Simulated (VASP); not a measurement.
# PbS (C2/c) in VASP: further runs

The runs below take PbS through single point, with PBEsol.

Program: VASP 6.6.1. These are calculated values, not measurements. Logs are shortened: lines on timing, memory, paths and dates and some standing lists are left out, and cuts for length are marked.

## Step 1: The cell of the first run

Symmetry: C2/c, No. 15, monoclinic system. The conventional cell has a = 4.160 Å, b = 11.983 Å, c = 4.279 Å, α = 90.00°, β = 90.72°, γ = 90.00°. Within 3.5 Å of Pb (site symmetry 2) lie 5 S at 2.69 to 3.01 Å. Within 3.5 Å of S (site symmetry 2) lie 5 Pb at 2.69 to 3.01 Å.

## Step 2: Single point, PBEsol (strain +0.0125 x Voigt [0, 0, 0, 0, 1, 0])

Contents of INCAR:

```
SYSTEM = PbS
  PREC = Accurate
  ENCUT = 520
  EDIFF = 1E-6
  ISMEAR = 0
  SIGMA = 0.05
  LREAL = .False.
  LASPH = .True.
  NELM = 100
  ALGO = Normal
  ISIF = 2
  LWAVE = .False.
  LCHARG = .False.
  GGA = PS
  NBANDS = 28
```

Contents of KPOINTS:

```
Automatic mesh
0
Gamma
  8 8 6
  0 0 0
```

Contents of POSCAR:

```
PbS
1.0
    2.0799526950     -5.9912968650      0.0129997043
    2.0799526950      5.9912968650      0.0129997043
    0.0267457559      0.0000000000      4.2793209400
Pb S
2 2
Direct
    0.8694366500      0.1305633500      0.7500000000
    0.1305633500      0.8694366500      0.2500000000
    0.6452029100      0.3547970900      0.7500000000
    0.3547970900      0.6452029100      0.2500000000
```

Potentials or basis: VASP PAW PBE potentials, release 64 (Pb_d, S).

The run is started by

```bash
$ cat potpaw_PBE.64/Pb_d/POTCAR potpaw_PBE.64/S/POTCAR > POTCAR
$ mpirun -np 1 vasp_std > vasp.out
```

OUTCAR:

```text
SYSTEM = PbS
   PREC = Accurate
   ENCUT = 520
   EDIFF = 1E-6
   ISMEAR = 0
   LREAL = .False.
   LASPH = .True.
   NELM = 100
   ISIF = 2
   GGA = PS

 ion  position               nearest neighbor table
   1  0.869  0.131  0.750-   3 2.69   4 2.97   4 2.97   4 3.01   4 3.01   2 3.79   2 3.79   2 4.12
                             2 4.12
   2  0.131  0.869  0.250-   4 2.69   3 2.97   3 2.97   3 3.01   3 3.01   1 3.79   1 3.79   1 4.12
                             1 4.12
   3  0.645  0.355  0.750-   1 2.69   2 2.97   2 2.97   2 3.01   2 3.01
   4  0.355  0.645  0.250-   2 2.69   1 2.97   1 2.97   1 3.01   1 3.01

  LATTYP: Found a base centered monoclinic cell.
 ALAT       =     4.1599866374
 B/A-ratio  =     2.8804404376
 C/A-ratio  =     1.0287063139
 COS(beta)  =    -0.0124995117

  Lattice vectors:

 A1 = (  -2.0799526950,   5.9912968650,  -0.0129997043)
 A2 = (  -2.0799526950,  -5.9912968650,  -0.0129997043)
 A3 = (   0.0267457559,   0.0000000000,   4.2793209400)

Analysis of symmetry for initial positions (statically):
=====================================================================
 Subroutine PRICEL returns:
 Original cell was already a primitive cell.

 Routine SETGRP: Setting up the symmetry group for a
 base centered monoclinic supercell.

 Subroutine GETGRP returns: Found  4 space group operations
 (whereof  2 operations were pure point group operations)
 out of a pool of  4 trial point group operations.

The static configuration has the point symmetry S_2 .
 The point group associated with its full space group is C_2h.

Analysis of symmetry for dynamics (positions and initial velocities):
=====================================================================
 Subroutine PRICEL returns:
 Original cell was already a primitive cell.

 Routine SETGRP: Setting up the symmetry group for a
 base centered monoclinic supercell.

 Subroutine GETGRP returns: Found  4 space group operations
 (whereof  2 operations were pure point group operations)
 out of a pool of  4 trial point group operations.

The dynamic configuration has the point symmetry S_2 .
 The point group associated with its full space group is C_2h.

 Subroutine INISYM returns: Found  4 space group operations
 (whereof  2 operations are pure point group operations),
 and found     1 'primitive' translations

----------------------------------------------------------------------------------------

                                     Primitive cell

  volume of cell :     106.6503

  direct lattice vectors                    reciprocal lattice vectors
     2.079952695 -5.991296865  0.012999704     0.240399473 -0.083454386 -0.001502497
     2.079952695  5.991296865  0.012999704     0.240399473  0.083454386 -0.001502497
     0.026745756  0.000000000  4.279320940    -0.001460569  0.000000000  0.233691064

  length of vectors
     6.342082492  6.342082492  4.279404520     0.254477501  0.254477501  0.233695628

  position of ions in fractional coordinates (direct lattice)
     0.869436650  0.130563350  0.750000000
     0.130563350  0.869436650  0.250000000
     0.645202910  0.354797090  0.750000000
     0.354797090  0.645202910  0.250000000

  ion indices of the primitive-cell ions
   primitive index   ion index
                 1           1
                 2           2
                 3           3
                 4           4

----------------------------------------------------------------------------------------

 KPOINTS: Automatic mesh

Automatic generation of k-mesh.
 Grid dimensions read from file:
 generate k-points for:    8    8    6

 Generating k-lattice:

  Cartesian coordinates                     Fractional coordinates (reciprocal lattice)
     0.030049934 -0.010431798 -0.000187812     0.125000000  0.000000000  0.000000000
     0.030049934  0.010431798 -0.000187812     0.000000000  0.125000000  0.000000000
    -0.000243428  0.000000000  0.038948511     0.000000000  0.000000000  0.166666667

  Length of vectors
     0.031809688  0.031809688  0.038949271

  Shift w.r.t. Gamma in fractional coordinates (k-lattice)
     0.000000000  0.000000000  0.000000000

 Subroutine IBZKPT returns following result:
 ===========================================

 Found    114 irreducible k-points:

 Following reciprocal coordinates:
            Coordinates               Weight
  0.000000  0.000000  0.000000      1.000000
  0.125000 -0.000000 -0.000000      4.000000
  0.250000 -0.000000 -0.000000      4.000000
  0.375000  0.000000  0.000000      4.000000
  0.500000 -0.000000 -0.000000      2.000000
  0.125000  0.125000 -0.000000      2.000000
[... 16 lines left out ...]
  0.125000 -0.000000  0.166667      4.000000
  0.250000 -0.000000  0.166667      4.000000
 [... further k-points ...]
   k-points           NKPTS =    114   k-points in BZ     NKDIM =    114   number of bands    NBANDS=     28
   number of dos      NEDOS =    301   number of ions     NIONS =      4
   total plane-waves  NPLWV =  73728
   dimension x,y,z NGX =    48 NGY =   48 NGZ =   32
   dimension x,y,z NGXF=    96 NGYF=   96 NGZF=   64
   ions per type =               2   2
   NGX,Y,Z   is equivalent  to a cutoff of  12.58, 12.58, 12.43 a.u.
   NGXF,Y,Z  is equivalent  to a cutoff of  25.16, 25.16, 24.86 a.u.
 SYSTEM =  PbS
   PREC   = accura    normal or accurate (medium, high low for compatibility)
   ISTART =      0    job   : 0-new  1-cont  2-samecut
   ICHARG =      2    charge: 1-file 2-atom 10-const
   ISPIN  =      1    spin polarized calculation?
   LNONCOLLINEAR =      F non collinear calculations
   LSORBIT =      F    spin-orbit coupling
   LASPH  =      T    aspherical Exc in radial PAW
   ENCUT  =  520.0 eV  38.22 Ry    6.18 a.u.  11.79 11.79  7.96*2*pi/ulx,y,z
   NELM   =    100;   NELMIN=  2; NELMDL= -5     # of ELM steps
   EDIFF  = 0.1E-05   stopping-criterion for ELM
   LREAL  =      F    real-space projection
   EDIFFG = 0.1E-04   stopping-criterion for IOM
   NSW    =      0    number of steps for IOM
   IBRION =     -1    ionic relax: 0-MD 1-quasi-New 2-CG
   NFREE  =      0    steps in history (QN), initial steepest desc. (CG)
   ISIF   =      2    stress and relaxation
   ISYM   =      2    0-nonsym 1-usesym 2-fastsym
   POTIM  = 0.5000    time-step for ionic-motion
   TEBEG  =    0.0;   TEEND  =   0.0 temperature during run
   PSTRESS=    0.0 pullay stress
   NELECT =      40.0000    total number of electrons
   NUPDOWN=      -1.0000    fix difference up-down
   EMIN   =  10.00;   EMAX   =-10.00  energy-range for DOS
   EFERMI =   0.00;   METHOD = LEGACY
   ISMEAR =     0;   SIGMA  =   0.05  broadening in eV -4-tet -1-fermi 0-gaus
   EFERMI_NEDOS =   21; number of points for ismear=-14 and -15
   IALGO  =     38    algorithm
   IMIX   =      4    mixing-type and parameters
     AMIX     =   0.40;   BMIX     =  1.00
     AMIX_MAG =   1.60;   BMIX_MAG =  1.00
  volume/ion in A,a.u.               =      26.66       179.93
  Fermi-wavevector in a.u.,A,eV,Ry     =   1.180613  2.231034 18.964429  1.393846
  Thomas-Fermi vector in A             =   2.316902
   LORBIT       =      0    0 simple, 1 ext, 2 COOP (PROOUT), +10 PAW based schemes
   GGA     = PS    functional components
   LHFCALC =     F    Hartree Fock is set to
   AEXX    =    0.0000 exact exchange contribution
   IVDW    =     0    specifies the selected vdW correction
   LEPSILON=     F    determine dielectric tensor
   LRPA    =     F    only Hartree local field effects (RPA)
 non-spin polarized calculation
 Gauss-broadening in eV      SIGMA  =   0.05
  energy-cutoff  :      520.00
  volume of cell :      106.65
 maximum number of plane-waves:      2904
   NGX = 23   NGY = 23   NGZ = 15

 number of electron      40.0000007 magnetization

 Free energy of the ion-electron system (eV)
  ---------------------------------------------------
  ext. energy  EPLUGINS =         0.00000000
  ---------------------------------------------------
  free energy    TOTEN  =       -18.74400899 eV

  energy without entropy =      -18.74400899  energy(sigma->0) =      -18.74400899

 E-fermi :   4.9620     XC(G=0):  -9.7806

 val. band max:        4.7607464894   @ k =   0.5000   0.5000   0.3333
 cond. band min:       5.8910462686   @ k =   0.5000   0.5000  -0.0000
 fundamental gap:      1.1302997792
 Fermi energy:         4.9619723514

 k-point     1 :       0.0000    0.0000    0.0000
  band No.  band energies     occupation
      1     -11.5239      2.00000
      2     -11.4221      2.00000
      3     -11.4126      2.00000
      4     -11.4104      2.00000
      5     -11.3768      2.00000
      6     -11.3706      2.00000
[... 20 lines left out ...]
     27      10.8848      0.00000
     28      11.6799      0.00000

 k-point     2 :       0.1250   -0.0000   -0.0000
  band No.  band energies     occupation
      1     -11.5144      2.00000
      2     -11.4177      2.00000
      3     -11.4092      2.00000
      4     -11.4040      2.00000
      5     -11.3794      2.00000
      6     -11.3747      2.00000
[... 20 lines left out ...]
     27      10.9840      0.00000
     28      11.9682      0.00000

 k-point     3 :       0.2500   -0.0000   -0.0000
  band No.  band energies     occupation
      1     -11.4900      2.00000
      2     -11.4100      2.00000
      3     -11.4080      2.00000
      4     -11.3897      2.00000
      5     -11.3860      2.00000
      6     -11.3800      2.00000
[... 20 lines left out ...]
     27      11.6917      0.00000
     28      12.6061      0.00000

 k-point     4 :       0.3750    0.0000    0.0000
  band No.  band energies     occupation
      1     -11.4603      2.00000
      2     -11.4140      2.00000
      3     -11.4098      2.00000
      4     -11.4016      2.00000
      5     -11.3817      2.00000
      6     -11.3781      2.00000
[... 20 lines left out ...]
     27      12.6215      0.00000
     28      13.1550      0.00000

 k-point     5 :       0.5000   -0.0000   -0.0000
  band No.  band energies     occupation
      1     -11.4377      2.00000
      2     -11.4280      2.00000
      3     -11.4107      2.00000
      4     -11.4078      2.00000
      5     -11.3833      2.00000
      6     -11.3761      2.00000
[... 20 lines left out ...]
     27      12.6260      0.00000
     28      13.8741      0.00000

 k-point     6 :       0.1250    0.1250   -0.0000
  band No.  band energies     occupation
      1     -11.4913      2.00000
      2     -11.4111      2.00000
      3     -11.4072      2.00000
      4     -11.3900      2.00000
      5     -11.3862      2.00000
      6     -11.3780      2.00000
[... 463 lines left out ...]
      5     -11.3793      2.00000
      6     -11.3769      2.00000
[... 20 lines left out ...]
     27      11.4332      0.00000
     28      12.1378      0.00000

 k-point    22 :       0.0000    0.0000    0.1667
  band No.  band energies     occupation
      1     -11.5067      2.00000
      2     -11.4226      2.00000
      3     -11.4149      2.00000
      4     -11.3971      2.00000
      5     -11.3825      2.00000
      6     -11.3790      2.00000
[... 20 lines left out ...]
     27      10.7577      0.00000
     28      12.4168      0.00000

 k-point    23 :       0.1250   -0.0000    0.1667
  band No.  band energies     occupation
      1     -11.5016      2.00000
      2     -11.4194      2.00000
      3     -11.4114      2.00000
      4     -11.3941      2.00000
      5     -11.3899      2.00000
      6     -11.3785      2.00000
[... 20 lines left out ...]
     27      11.6920      0.00000
     28      12.6646      0.00000

 k-point    24 :       0.2500   -0.0000    0.1667
  band No.  band energies     occupation
      1     -11.4874      2.00000
      2     -11.4235      2.00000
      3     -11.4094      2.00000
      4     -11.3924      2.00000
      5     -11.3904      2.00000
      6     -11.3709      2.00000
[... 20 lines left out ...]
     27      12.1522      0.00000
     28      12.6274      0.00000

 [... further k-points ...]
[... 5 lines left out ...]
  --------------------------------------------------------------------------------------
  -------------------------------------------------------------------------------------
  Total       -1.3218532     -1.0279429     -1.4306996      0.0000000      0.0000000     -0.4421187
  in kB      -19.8578220    -15.4424928    -21.4929907      0.0000000      0.0000000     -6.6418232
  external PRESSURE =     -18.9311018 kB  Pullay stress =       0.0000000 kB

 VOLUME and BASIS-vectors are now :
 -----------------------------------------------------------------------------
  energy-cutoff  :      520.00
  volume of cell :      106.65
      direct lattice vectors                 reciprocal lattice vectors
     2.079952695 -5.991296865  0.012999704     0.240399473 -0.083454386 -0.001502497
     2.079952695  5.991296865  0.012999704     0.240399473  0.083454386 -0.001502497
     0.026745756  0.000000000  4.279320940    -0.001460569  0.000000000  0.233691064

 POSITION                                       TOTAL-FORCE (eV/Angst)
 -----------------------------------------------------------------------------------
      2.10001     -4.42681      3.22249        -0.000000      0.035515     -0.000000
      2.08664      4.42681      1.08283        -0.000000     -0.035515      0.000000
      2.10001     -1.73991      3.22249         0.000000      0.018278      0.000000
      2.08664      1.73991      1.08283         0.000000     -0.018278     -0.000000
 -----------------------------------------------------------------------------------
    total drift:                               -0.000000     -0.000000      0.000000

  FREE ENERGIE OF THE ION-ELECTRON SYSTEM (eV)
  ---------------------------------------------------
  free  energy   TOTEN  =       -18.7440089930 eV

  energy  without entropy=      -18.7440089930  energy(sigma->0) =      -18.74400899
```

Run time: 2.9 min. Hardware: 1 thread of Intel Xeon 6975P-C (Granite Rapids), shared host; peak memory 0.43 GiB.

Results:

```yaml
Free_energy: -18.7440 eV
Pressure: -1.9 GPa
Largest_force: 0.036 eV/Å
Band_gap_on_the_k_mesh: 1.13 eV (least direct gap 1.33 eV)
```

Forces in eV/Å, atoms in the order of the input:
```
Pb   0.000  0.036  0.000
Pb   0.000 -0.036  0.000
S    0.000  0.018  0.000
S    0.000 -0.018  0.000
```

Stress tensor (GPa, compression positive):
```
-1.99  0.00 -0.66
 0.00 -1.54  0.00
-0.66  0.00 -2.15
```

Caveat: the cell differs from its parent crystal (strain +0.0125 x Voigt [0, 0, 0, 0, 1, 0]); the PAW data sets were made with another functional, which shifts forces and pressure a little; spin-orbit coupling is left out, which moves the levels of the heavy elements. A k mesh can miss the band edges.

## Step 3: Single point, PBEsol (strain +0.0075 x Voigt [0, 0, 0, 0, 1, 0])

Contents of INCAR:

```
SYSTEM = PbS
PREC = Accurate
ENCUT = 520
EDIFF = 1E-6
ISMEAR = 0
SIGMA = 0.05
LREAL = .FALSE.
LASPH = .TRUE.
NELM = 100
ALGO = Normal
ISIF = 2
LWAVE = .FALSE.
LCHARG = .FALSE.
GGA = PS
NBANDS = 28
```

Contents of KPOINTS:

```
regular mesh
0
G
  8 8 6
  0 0 0
```

Contents of POSCAR:

```
PbS
1.0
    2.0799526950     -5.9912968650      0.0077998226
    2.0799526950      5.9912968650      0.0077998226
    0.0160474535      0.0000000000      4.2793209400
Pb S
2 2
Direct
    0.8694366500      0.1305633500      0.7500000000
    0.1305633500      0.8694366500      0.2500000000
    0.6452029100      0.3547970900      0.7500000000
    0.3547970900      0.6452029100      0.2500000000
```

Potentials or basis: VASP PAW PBE potentials, release 64 (Pb_d, S).

The run is started by

```bash
$ cat potpaw_PBE.64/Pb_d/POTCAR potpaw_PBE.64/S/POTCAR > POTCAR
$ mpirun -np 1 vasp_std > vasp.out
```

Wall time 4.3 min (1 thread of Intel Xeon Platinum 8375C at 2.90GHz (Ice Lake), shared host); peak memory 0.44 GiB.

The run converged. Its results:

```
Free energy            : -18.7457 eV
Pressure               : -1.9 GPa
Largest force          : 0.036 eV/Å
Band gap on the k mesh : 1.13 eV (least direct gap 1.33 eV)
```

Forces in eV/Å, atoms in the order of the input:
```
Pb   0.000  0.036  0.000
Pb   0.000 -0.036  0.000
S    0.000  0.019  0.000
S    0.000 -0.019  0.000
```

Stress tensor (GPa, compression positive):
```
-2.00  0.00 -0.40
 0.00 -1.54  0.00
-0.40  0.00 -2.17
```

Levels at points of the mesh, in eV from the valence-band top:
```tsv
k point	band 17	band 18	band 19	band 20	band 21	band 22	band 23	band 24
(0.00, 0.00, 0.00)	-2.35	-1.62	-1.43	-0.44	4.64	4.65	4.86	5.56
(0.50, 0.00, 0.00)	-1.31	-1.13	-0.34	-0.34	1.73	1.84	2.21	2.96
(0.50, 0.50, 0.00)	-1.91	-1.83	-1.26	-0.43	1.13	4.45	4.74	4.91
(0.00, 0.00, 0.50)	-1.07	-1.07	-0.08	-0.08	1.78	1.78	2.77	2.77
(0.50, 0.00, 0.50)	-3.11	-3.10	-1.42	-1.38	3.37	3.41	5.21	5.30
(0.50, 0.50, 0.50)	-1.17	-1.17	-0.46	-0.46	1.67	1.67	3.19	3.19
```

Caveat: the cell differs from its parent crystal (strain +0.0075 x Voigt [0, 0, 0, 0, 1, 0]); the PAW data sets were made with another functional, which shifts forces and pressure a little; spin-orbit coupling is left out, which moves the levels of the heavy elements.
